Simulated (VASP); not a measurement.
# V (Im-3m) in VASP: notebook

V is run at these levels: PBE; tasks: single point, relaxation of cell and atoms.

Program: VASP 6.6.1. These are calculated values, not measurements. Logs are shortened: lines on timing, memory, paths and dates and some standing lists are left out, and cuts for length are marked.

## Step 1: The cell of the first run

The structure is cubic, space group Im-3m (No. 229). The conventional cell has a = 3.029 Å, b = 3.029 Å, c = 3.029 Å, α = 90.00°, β = 90.00°, γ = 90.00°. Within 3.5 Å of V (site symmetry m-3m) lie 14 V at 2.62 to 3.03 Å.

## Step 2: Single point, PBE, collinear spin, ferromagnetic start

File INCAR:

```
SYSTEM = V
PREC = Accurate
ENCUT = 500
EDIFF = 1E-6
ISMEAR = 0
SIGMA = 0.1
LREAL = .FALSE.
LASPH = .TRUE.
NELM = 200
ALGO = Normal
ISIF = 2
LWAVE = .FALSE.
LCHARG = .FALSE.
ISPIN = 2
MAGMOM = 2
LORBIT = 11
LMAXMIX = 4
GGA = PE
NBANDS = 16
GGA_COMPAT = .FALSE.
```

File KPOINTS:

```
regular mesh
0
G
  8 8 8
  0 0 0
```

File POSCAR:

```
V
1.0
   -1.5143500000      1.5143500000      1.5143500000
    1.5143500000     -1.5143500000      1.5143500000
    1.5143500000      1.5143500000     -1.5143500000
V
1
Direct
    0.0000000000      0.0000000000      0.0000000000
```

Potentials or basis: VASP PAW PBE potentials, release 64 (V_sv).

Command:

```
$ cat potpaw_PBE.64/V_sv/POTCAR > POTCAR
$ mpirun -np 1 vasp_std > vasp.out
```

OUTCAR:

```text
SYSTEM = V
   PREC = Accurate
   ENCUT = 500
   EDIFF = 1E-6
   ISMEAR = 0
   LREAL = .FALSE.
   LASPH = .TRUE.
   NELM = 200
   ISIF = 2
   ISPIN = 2
   LORBIT = 11
   GGA = PE

 ion  position               nearest neighbor table
   1  0.000  0.000  0.000-

  LATTYP: Found a body centered cubic cell.
 ALAT       =     3.0287000000

  Lattice vectors:

 A1 = (  -1.5143500000,   1.5143500000,   1.5143500000)
 A2 = (   1.5143500000,  -1.5143500000,   1.5143500000)
 A3 = (   1.5143500000,   1.5143500000,  -1.5143500000)

Analysis of symmetry for initial positions (statically):
=====================================================================
 Subroutine PRICEL returns:
 Original cell was already a primitive cell.

 Routine SETGRP: Setting up the symmetry group for a
 body centered cubic supercell.

 Subroutine GETGRP returns: Found 48 space group operations
 (whereof 48 operations were pure point group operations)
 out of a pool of 48 trial point group operations.

The static configuration has the point symmetry O_h .

Analysis of symmetry for dynamics (positions and initial velocities):
=====================================================================
 Subroutine PRICEL returns:
 Original cell was already a primitive cell.

 Routine SETGRP: Setting up the symmetry group for a
 body centered cubic supercell.

 Subroutine GETGRP returns: Found 48 space group operations
 (whereof 48 operations were pure point group operations)
 out of a pool of 48 trial point group operations.

The dynamic configuration has the point symmetry O_h .

Analysis of structural, dynamic, and magnetic symmetry:
=====================================================================
 Subroutine PRICEL returns:
 Original cell was already a primitive cell.

 Routine SETGRP: Setting up the symmetry group for a
 body centered cubic supercell.

 Subroutine GETGRP returns: Found 48 space group operations
 (whereof 48 operations were pure point group operations)
 out of a pool of 48 trial point group operations.

The overall configuration has the point symmetry O_h .

 Subroutine INISYM returns: Found 48 space group operations
 (whereof 48 operations are pure point group operations),
 and found     1 'primitive' translations

----------------------------------------------------------------------------------------

                                     Primitive cell

  volume of cell :      13.8912

  direct lattice vectors                    reciprocal lattice vectors
    -1.514350000  1.514350000  1.514350000     0.000000000  0.330174662  0.330174662
     1.514350000 -1.514350000  1.514350000     0.330174662  0.000000000  0.330174662
     1.514350000  1.514350000 -1.514350000     0.330174662  0.330174662  0.000000000

  length of vectors
     2.622931140  2.622931140  2.622931140     0.466937486  0.466937486  0.466937486

  position of ions in fractional coordinates (direct lattice)
     0.000000000  0.000000000  0.000000000

  ion indices of the primitive-cell ions
   primitive index   ion index
                 1           1

----------------------------------------------------------------------------------------

 KPOINTS: regular mesh

Automatic generation of k-mesh.
 Grid dimensions read from file:
 generate k-points for:    8    8    8

 Generating k-lattice:

  Cartesian coordinates                     Fractional coordinates (reciprocal lattice)
     0.000000000  0.041271833  0.041271833     0.125000000  0.000000000  0.000000000
     0.041271833  0.000000000  0.041271833     0.000000000  0.125000000  0.000000000
     0.041271833  0.041271833  0.000000000     0.000000000  0.000000000  0.125000000

  Length of vectors
     0.058367186  0.058367186  0.058367186

  Shift w.r.t. Gamma in fractional coordinates (k-lattice)
     0.000000000  0.000000000  0.000000000

 Subroutine IBZKPT returns following result:
 ===========================================

 Found     29 irreducible k-points:

 Following reciprocal coordinates:
            Coordinates               Weight
  0.000000  0.000000  0.000000      1.000000
  0.125000  0.000000  0.000000     12.000000
  0.250000  0.000000  0.000000     12.000000
  0.375000  0.000000  0.000000     12.000000
  0.500000  0.000000  0.000000      6.000000
  0.125000  0.125000  0.000000     24.000000
[... 16 lines left out ...]
 -0.250000  0.250000  0.250000      6.000000
 -0.375000  0.375000  0.250000     24.000000
 [... further k-points ...]
   k-points           NKPTS =     29   k-points in BZ     NKDIM =     29   number of bands    NBANDS=     16
   number of dos      NEDOS =    301   number of ions     NIONS =      1
   total plane-waves  NPLWV =   8000
   dimension x,y,z NGX =    20 NGY =   20 NGZ =   20
   dimension x,y,z NGXF=    40 NGYF=   40 NGZF=   40
   ions per type =               1
   NGX,Y,Z   is equivalent  to a cutoff of  12.68, 12.68, 12.68 a.u.
   NGXF,Y,Z  is equivalent  to a cutoff of  25.35, 25.35, 25.35 a.u.
 SYSTEM =  V
   PREC   = accura    normal or accurate (medium, high low for compatibility)
   ISTART =      0    job   : 0-new  1-cont  2-samecut
   ICHARG =      2    charge: 1-file 2-atom 10-const
   ISPIN  =      2    spin polarized calculation?
   LNONCOLLINEAR =      F non collinear calculations
   LSORBIT =      F    spin-orbit coupling
   LASPH  =      T    aspherical Exc in radial PAW
   ENCUT  =  500.0 eV  36.75 Ry    6.06 a.u.   4.78  4.78  4.78*2*pi/ulx,y,z
   NELM   =    200;   NELMIN=  2; NELMDL= -5     # of ELM steps
   EDIFF  = 0.1E-05   stopping-criterion for ELM
   LREAL  =      F    real-space projection
   EDIFFG = 0.1E-04   stopping-criterion for IOM
   NSW    =      0    number of steps for IOM
   IBRION =     -1    ionic relax: 0-MD 1-quasi-New 2-CG
   NFREE  =      0    steps in history (QN), initial steepest desc. (CG)
   ISIF   =      2    stress and relaxation
   ISYM   =      2    0-nonsym 1-usesym 2-fastsym
   POTIM  = 0.5000    time-step for ionic-motion
   TEBEG  =    0.0;   TEEND  =   0.0 temperature during run
   PSTRESS=    0.0 pullay stress
   NELECT =      13.0000    total number of electrons
   NUPDOWN=      -1.0000    fix difference up-down
   EMIN   =  10.00;   EMAX   =-10.00  energy-range for DOS
   EFERMI =   0.00;   METHOD = LEGACY
   ISMEAR =     0;   SIGMA  =   0.10  broadening in eV -4-tet -1-fermi 0-gaus
   EFERMI_NEDOS =   21; number of points for ismear=-14 and -15
   IALGO  =     38    algorithm
   IMIX   =      4    mixing-type and parameters
     AMIX     =   0.40;   BMIX     =  1.00
     AMIX_MAG =   1.60;   BMIX_MAG =  1.00
  volume/ion in A,a.u.               =      13.89        93.74
  Fermi-wavevector in a.u.,A,eV,Ry     =   1.601313  3.026044 34.888125  2.564205
  Thomas-Fermi vector in A             =   2.698311
   LORBIT       =     11    0 simple, 1 ext, 2 COOP (PROOUT), +10 PAW based schemes
   GGA     = PE    functional components
   LHFCALC =     F    Hartree Fock is set to
   AEXX    =    0.0000 exact exchange contribution
   IVDW    =     0    specifies the selected vdW correction
   LEPSILON=     F    determine dielectric tensor
   LRPA    =     F    only Hartree local field effects (RPA)
 spin polarized calculation
 Gauss-broadening in eV      SIGMA  =   0.10
  energy-cutoff  :      500.00
  volume of cell :       13.89
 maximum number of plane-waves:       370
   NGX =  9   NGY =  9   NGZ =  9

 number of electron      12.9999997 magnetization       0.0028811

 number of electron      12.9999997 magnetization      -0.0003398

 Free energy of the ion-electron system (eV)
  ---------------------------------------------------
  ext. energy  EPLUGINS =         0.00000000
  ---------------------------------------------------
  free energy    TOTEN  =        -8.99947688 eV

  energy without entropy =       -8.98851232  energy(sigma->0) =       -8.99399460

 E-fermi :   9.3581     XC(G=0): -12.7324

 val. band max:        9.3518079783   @ k =   0.5000   0.5000   0.1250
 cond. band min:       9.3795392999   @ k =  -0.2500   0.2500   0.1250
 fundamental gap:      0.0277313217
 Fermi energy:         9.3581438641

 spin component 1

 k-point     1 :       0.0000    0.0000    0.0000
  band No.  band energies     occupation
      1     -54.3805      1.00000
      2     -27.7310      1.00000
      3     -27.7310      1.00000
      4     -27.7310      1.00000
      5       2.8123      1.00000
      6       9.7657      0.00000
[... 8 lines left out ...]
     15      36.3551      0.00000
     16      40.3886      0.00000

 k-point     2 :       0.1250    0.0000    0.0000
  band No.  band energies     occupation
      1     -54.3551      1.00000
      2     -27.8551      1.00000
      3     -27.7692      1.00000
      4     -27.7317      1.00000
      5       3.4116      1.00000
      6       9.5219      0.01029
[... 8 lines left out ...]
     15      36.6203      0.00000
     16      36.7136      0.00000
[... 387 lines left out ...]
      5       6.4449      1.00000
      6       8.8437      1.00000
[... 8 lines left out ...]
     15      39.2680      0.00000
     16      39.2680      0.00000

 k-point    24 :      -0.3750    0.3750    0.2500
  band No.  band energies     occupation
      1     -54.1667      1.00000
      2     -28.3340      1.00000
      3     -28.1010      1.00000
      4     -28.0269      1.00000
      5       7.1750      1.00000
      6       7.9490      1.00000
[... 8 lines left out ...]
     15      38.2646      0.00000
     16      38.4970      0.00000

 [... further k-points ...]

 spin component 2

 k-point     1 :       0.0000    0.0000    0.0000
  band No.  band energies     occupation
      1     -54.3808      1.00000
      2     -27.7313      1.00000
      3     -27.7313      1.00000
      4     -27.7313      1.00000
      5       2.8121      1.00000
      6       9.7655      0.00000
[... 8 lines left out ...]
     15      36.3549      0.00000
     16      40.3882      0.00000

 k-point     2 :       0.1250    0.0000    0.0000
  band No.  band energies     occupation
      1     -54.3554      1.00000
      2     -27.8554      1.00000
      3     -27.7695      1.00000
      4     -27.7320      1.00000
      5       3.4114      1.00000
      6       9.5217      0.01037
[... 8 lines left out ...]
     15      36.6201      0.00000
     16      36.7134      0.00000
[... 387 lines left out ...]
      5       6.4447      1.00000
      6       8.8435      1.00000
[... 8 lines left out ...]
     15      39.2678      0.00000
     16      39.2678      0.00000

 k-point    24 :      -0.3750    0.3750    0.2500
  band No.  band energies     occupation
      1     -54.1670      1.00000
      2     -28.3343      1.00000
      3     -28.1013      1.00000
      4     -28.0272      1.00000
      5       7.1747      1.00000
      6       7.9488      1.00000
[... 8 lines left out ...]
     15      38.2644      0.00000
     16      38.4967      0.00000

 [... further k-points ...]
[... 5 lines left out ...]
  --------------------------------------------------------------------------------------
  -------------------------------------------------------------------------------------
  Total       -0.5542045     -0.5542045     -0.5542045     -0.0000000      0.0000000     -0.0000000
  in kB      -63.9207488    -63.9207488    -63.9207488     -0.0000000      0.0000000     -0.0000000
  external PRESSURE =     -63.9207488 kB  Pullay stress =       0.0000000 kB

 VOLUME and BASIS-vectors are now :
 -----------------------------------------------------------------------------
  energy-cutoff  :      500.00
  volume of cell :       13.89
      direct lattice vectors                 reciprocal lattice vectors
    -1.514350000  1.514350000  1.514350000     0.000000000  0.330174662  0.330174662
     1.514350000 -1.514350000  1.514350000     0.330174662  0.000000000  0.330174662
     1.514350000  1.514350000 -1.514350000     0.330174662  0.330174662  0.000000000

 POSITION                                       TOTAL-FORCE (eV/Angst)
 -----------------------------------------------------------------------------------
      0.00000      0.00000      0.00000         0.000000     -0.000000      0.000000
 -----------------------------------------------------------------------------------
    total drift:                                0.000000     -0.000000      0.000000

  FREE ENERGIE OF THE ION-ELECTRON SYSTEM (eV)
  ---------------------------------------------------
  free  energy   TOTEN  =        -8.9994768828 eV

  energy  without entropy=       -8.9885123176  energy(sigma->0) =       -8.99399460

 total charge

# of ion       s       p       d       tot
------------------------------------------
    1        2.333   6.203   3.073  11.608

 magnetization (x)

# of ion       s       p       d       tot
------------------------------------------
    1       -0.000  -0.000  -0.000  -0.000
```

It took 21 s on 1 thread of Intel Xeon 8259CL, shared host; peak memory 0.13 GiB.

Results:

- Free energy: -8.9995 eV
- Pressure: -6.4 GPa
- Net moment: 0.00 μB per cell
- Valence electrons inside the program's atomic spheres: V 11.61

Caveat: the k points lie up to 0.37 Å⁻¹ apart.

## Step 3: Single point, PBE

This run uses another cell than the first one, of 13.47 Å³/atom, 0.970 times its volume.

File INCAR:

```
SYSTEM = V
PREC = Accurate
ENCUT = 520
EDIFF = 1E-7
ISMEAR = 0
SIGMA = 0.1
LREAL = .FALSE.
LASPH = .TRUE.
NELM = 100
ALGO = Normal
ISIF = 2
LWAVE = .FALSE.
LCHARG = .TRUE.
GGA = PE
LELF = .TRUE.
LVHAR = .TRUE.
NBANDS = 12
```

File KPOINTS:

```
regular mesh
0
G
  16 16 16
  0 0 0
```

File POSCAR:

```
V
1.0
   -1.4989916166      1.4989916166      1.4989916166
    1.4989916166     -1.4989916166      1.4989916166
    1.4989916166      1.4989916166     -1.4989916166
V
1
Direct
    0.0000000000      0.0000000000      0.0000000000
```

Potentials or basis: VASP PAW PBE potentials, release 64 (V_sv).

Command:

```
$ cat potpaw_PBE.64/V_sv/POTCAR > POTCAR
$ mpirun -np 1 vasp_std > vasp.out
```

OUTCAR:

```text
SYSTEM = V
   PREC = Accurate
   ENCUT = 520
   EDIFF = 1E-7
   ISMEAR = 0
   LREAL = .FALSE.
   LASPH = .TRUE.
   NELM = 100
   ISIF = 2
   GGA = PE

 ion  position               nearest neighbor table
   1  0.000  0.000  0.000-

  LATTYP: Found a body centered cubic cell.
 ALAT       =     2.9979832332

  Lattice vectors:

[... 529 lines left out ...]
  band No.  band energies     occupation
      1     -53.8485      2.00000
      2     -28.0242      2.00000
      3     -27.6076      2.00000
      4     -27.3990      2.00000
      5       7.0306      2.00000
      6       8.7397      2.00000
      7       9.2422      2.00000
      8      11.7767      0.00000
      9      12.5528      0.00000
     10      13.9643      0.00000
     11      23.1113      0.00000
     12      24.4204      0.00000

 [... further k-points ...]
[... 5 lines left out ...]
  --------------------------------------------------------------------------------------
  -------------------------------------------------------------------------------------
  Total        0.0157142      0.0157142      0.0157142     -0.0000000     -0.0000000      0.0000000
  in kB        1.8687232      1.8687232      1.8687232     -0.0000000     -0.0000000      0.0000000
  external PRESSURE =       1.8687232 kB  Pullay stress =       0.0000000 kB

 VOLUME and BASIS-vectors are now :
 -----------------------------------------------------------------------------
  energy-cutoff  :      520.00
  volume of cell :       13.47
      direct lattice vectors                 reciprocal lattice vectors
    -1.498991617  1.498991617  1.498991617     0.000000000  0.333557569  0.333557569
     1.498991617 -1.498991617  1.498991617     0.333557569  0.000000000  0.333557569
     1.498991617  1.498991617 -1.498991617     0.333557569  0.333557569  0.000000000

 POSITION                                       TOTAL-FORCE (eV/Angst)
 -----------------------------------------------------------------------------------
      0.00000      0.00000      0.00000         0.000000      0.000000      0.000000
 -----------------------------------------------------------------------------------
    total drift:                                0.000000      0.000000      0.000000

  FREE ENERGIE OF THE ION-ELECTRON SYSTEM (eV)
  ---------------------------------------------------
  free  energy   TOTEN  =        -8.9936998610 eV

  energy  without entropy=       -8.9831032044  energy(sigma->0) =       -8.98840153
```

It took 33 s on 1 thread of Intel Xeon 8259CL, shared host; peak memory 0.14 GiB.

Results:

* Free energy: -8.9937 eV
* Pressure: 0.2 GPa

## Step 4: Relaxation of cell and atoms, PBE

File INCAR:

```
PREC = Accurate ; ENCUT = 600
EDIFF = 1E-6 ; ISMEAR = 0
SIGMA = 0.1 ; LREAL = False
LASPH = True ; NELM = 100
ALGO = Normal ; ISIF = 3
LWAVE = False ; LCHARG = False
GGA = PE ; IBRION = 2
NSW = 90 ; EDIFFG = -0.02
```

File KPOINTS:

```
regular mesh
0
Gamma
  16 16 16
```

File POSCAR:

```
V
1.0
   -1.5143500000      1.5143500000      1.5143500000
    1.5143500000     -1.5143500000      1.5143500000
    1.5143500000      1.5143500000     -1.5143500000
V
1
Direct
    0.0000000000      0.0000000000      0.0000000000
```

Command:

```
$ cat potpaw_PBE.64/V_sv/POTCAR > POTCAR
$ mpirun -np 1 vasp_std > vasp.out
```

Wall time 64 s (1 thread of Intel Xeon 8259CL, shared host); peak memory 0.16 GiB.

Results (log left out):

```yaml
Free_energy: -8.9940 eV
Relaxed_volume: 13.48 Å³/atom
Relaxed_cell: a = 2.597 Å, b = 2.597 Å, c = 2.597 Å, α = 109.47°, β = 109.47°, γ = 109.47°
Space_group_after_relaxing_to_0.05_Å: Im-3m (No. 229)
Energy_gained_by_relaxing: 6.7 meV/atom
Ionic_steps: 3
Pressure_after_relaxing: -0.1 GPa
```

Step by step:
| step | energy change (eV) | largest force (eV/Å) | pressure (GPa) | volume (Å³) |
| --- | --- | --- | --- | --- |
| 1 | 0.0000 | 0.0000 | -5.10 | 13.89 |
| 2 | 0.0026 | 0.0000 | 6.68 | 13.02 |
| 3 | -0.0067 | 0.0000 | -0.06 | 13.48 |

Final structure:
```
V
1.0
    -1.49937    1.49937    1.49937
     1.49937   -1.49937    1.49937
     1.49937    1.49937   -1.49937
V
1
Direct
  0.00000 0.00000 0.00000
```

Levels at points of the mesh, in eV from the Fermi level:
```
           k point  band 2  band 3  band 4  band 5  band 6  band 7  band 8  band 9  band 10
(0.00, 0.00, 0.00)  -37.03  -37.03  -37.03   -6.58    0.41    0.41    0.41    2.42     2.42
(0.50, 0.00, 0.00)  -37.92  -37.31  -37.03   -3.17   -1.13    1.64    2.42    2.78     4.10
(0.50, 0.50, 0.50)  -37.64  -37.64  -37.64   -2.99   -2.99    3.71    3.71    3.71    10.20
```

## Step 5: Summary

| task | spin | cell | k mesh | cutoff (eV) | gap on the mesh (eV) | pressure (GPa) |
| --- | --- | --- | --- | --- | --- | --- |
| single point | collinear, ferromagnetic start | a = 2.623 Å, angles 109.5°, 1 atom | 8 × 8 × 8 | 500 | none | -6.4 |
| single point | off | a = 2.596 Å, angles 109.5°, 1 atom | 16 × 16 × 16 | 520 | none | 0.2 |
| relaxation of cell and atoms | off | relaxed from a = 2.623 Å, angles 109.5°, 1 atom | 16 × 16 × 16 | 600 | none | -0.1 |

Alike in all rows: level PBE; potentials or basis VASP PAW PBE potentials, release 64 (V_sv); smearing gaussian 0.1 eV.

Caveats: some runs use coarse meshes.

Absolute energies hang on the potentials; compare differences alone.
